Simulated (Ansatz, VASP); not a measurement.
## KI in VASP and in Ansatz

The input POSCAR:

```
KI
1.0
    0.0000000000      3.6245761650      3.6245761650
    3.6245761650      0.0000000000      3.6245761650
    3.6245761650      3.6245761650      0.0000000000
K I
1 1
Direct
    0.0000000000      0.0000000000      0.0000000000
    0.5000000000      0.5000000000      0.5000000000
```

File INCAR.step1:

```
SYSTEM = KI
ALGO = Normal
EDIFF = 1E-5
ENCUT = 550
GGA = PE
GGA_COMPAT = .False.
ISMEAR = 0
LASPH = .True.
LCHARG = .False.
LREAL = .False.
LWAVE = .True.
NBANDS = 15
NELM = 120
PREC = Accurate
SIGMA = 0.01
```

The input INCAR.step2:

```
SYSTEM = KI
ALGO = Normal
EDIFF = 1E-6
ENCUT = 550
GGA_COMPAT = .False.
ISIF = 2
ISMEAR = 0
ISTART = 1
LASPH = .True.
LCHARG = .False.
LMIXTAU = .True.
LREAL = .False.
LWAVE = .False.
METAGGA = R2SCAN
NBANDS = 15
NELM = 120
PREC = Accurate
SIGMA = 0.01
```

Contents of KPOINTS:

```
k-points
0
Gamma
  6 6 6
  0 0 0
```

Input for Ansatz:

```yaml
crystal:
  lattice:
    - [0.0, 3.624576165012461, 3.624576165012461]
    - [3.624576165012461, 0.0, 3.624576165012461]
    - [3.624576165012461, 3.624576165012461, 0.0]
  atoms:
    - { symbol: K, position: [0.0, 0.0, 0.0] }
    - { symbol: I, position: [0.5, 0.5, 0.5] }
basis:
  ecutwfc: 600.0
kpoints:
  mp_grid:
    grid: [6, 6, 6]
hamiltonian:
  xc: r2scan
  pseudopotentials:
    kind: paw
scf:
  occupations:
    method: fixed
output:
  stress: true
```

Alike in both runs: task single point; functional r2SCAN; k mesh 6 × 6 × 6; no spin polarisation.

|  | VASP | Ansatz |
| --- | --- | --- |
| version | VASP 6.6.1 | Ansatz 0.2.0 |
| potentials or method | VASP PAW PBE potentials, release 64 (K_sv, I), cutoff 550 eV | plane waves, PAW |
| occupations | gaussian, width 0.01 eV | fixed |
| valence electrons in the cell | 16 | 26 |

```tsv
	VASP	Ansatz	Ansatz less VASP
pressure (GPa)	-0.7	-0.7	0.00
```

VASP's potentials were made for PBE, not for r2SCAN. VASP's potentials hold 16 valence electrons a cell and Ansatz's 26, so a difference there can come from the potentials and not from the codes.

Spin-orbit coupling is off throughout.
